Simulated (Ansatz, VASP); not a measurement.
## One calculation of Pt, two programs

```
Pt
1.0
     2.71020    0.00000    0.00000
    -1.35510    2.34710    0.00000
     0.00000    0.00000    4.66976
Pt
2
Direct
  0.33333 0.66667 0.25000
  0.66667 0.33333 0.75000
```

Alike in both runs: functional LDA; k mesh 17 × 17 × 9; occupations fermi-dirac, width 0.05 eV; no spin polarisation.

Ansatz relaxed the structure, and its values are those at the end. VASP's run is a single point on that final structure, the one shown.

|  | VASP | Ansatz |
| --- | --- | --- |
| version | VASP 6.6.1 | Ansatz 0.2.0 |
| potentials or method | VASP PAW LDA potentials, release 64 (Pt), cutoff 520 eV | all-electron LAPW, scalar-relativistic |

Ansatz gave:

| Property | Result |
| --- | --- |
| pressure (GPa) | 0.0 |

**Question.** What did VASP give for the same quantities?

**Answer.** Pressure (GPa): 0.7.

LDA's correlation is that of Perdew and Zunger in VASP and of Perdew and Wang (1992) in Ansatz. Ansatz ran all-electron here, and VASP with PAW potentials.

Spin-orbit coupling is off throughout.
